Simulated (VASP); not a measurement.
Here is a VASP 6.6.1 calculation.

File POSCAR:

```
SiNi
1.0
    5.1415350000      0.0000000000      0.0000000000
    0.0000000000      3.3212970000      0.0000000000
    0.0000000000      0.0000000000      5.5697750000
Si Ni
4 4
Direct
    0.8210890000      0.7500000000      0.5823240000
    0.1789110000      0.2500000000      0.4176760000
    0.3210890000      0.7500000000      0.9176760000
    0.6789110000      0.2500000000      0.0823240000
    0.5079500000      0.2500000000      0.6885210000
    0.4920500000      0.7500000000      0.3114790000
    0.0079500000      0.2500000000      0.8114790000
    0.9920500000      0.7500000000      0.1885210000
```

The input INCAR.step1:

```
SYSTEM = SiNi
ALGO = Normal
EDIFF = 1E-4
ENCUT = 520
GGA = PE
ISMEAR = -1
LASPH = .True.
LCHARG = .False.
LREAL = .False.
LWAVE = .True.
NBANDS = 38
NELM = 80
PREC = Accurate
SIGMA = 0.1
```

The input INCAR.step2:

```
SYSTEM = SiNi
ALGO = Normal
EDIFF = 1E-7
ENCUT = 520
ISIF = 2
ISMEAR = -1
ISTART = 1
LASPH = .True.
LCHARG = .False.
LMIXTAU = .True.
LREAL = .False.
LWAVE = .False.
METAGGA = R2SCAN
NBANDS = 38
NELM = 80
PREC = Accurate
SIGMA = 0.1
```

Contents of KPOINTS:

```
k-points
0
Gamma
  5 7 4
  0 0 0
```

Potentials or basis: VASP PAW PBE potentials, release 64 (Si, Ni).

Launch:

```console
$ cat potpaw_PBE.64/Si/POTCAR potpaw_PBE.64/Ni/POTCAR > POTCAR
$ cp INCAR.step1 INCAR
$ mpirun -np 1 vasp_std > vasp.out
$ cp INCAR.step2 INCAR
$ mpirun -np 1 vasp_std > vasp.out
```

What does it give for the pressure?

0.1 GPa.

Estimate the band gap on the k mesh.

zero (bands 28 and 29 overlap by 1.83 eV).

Forces on the atoms (eV/Å):
```
Si   0.011  0.000 -0.007
Si  -0.011  0.000  0.007
Si   0.011  0.000  0.007
Si  -0.011  0.000 -0.007
Ni  -0.020  0.000  0.015
Ni   0.020  0.000 -0.015
Ni  -0.020  0.000 -0.015
Ni   0.020  0.000  0.015
```

Caveat: the PAW data sets were made with another functional, which shifts forces and pressure a little. Spin polarisation is off, so any magnetic state and its effect on volume and gap are missing.
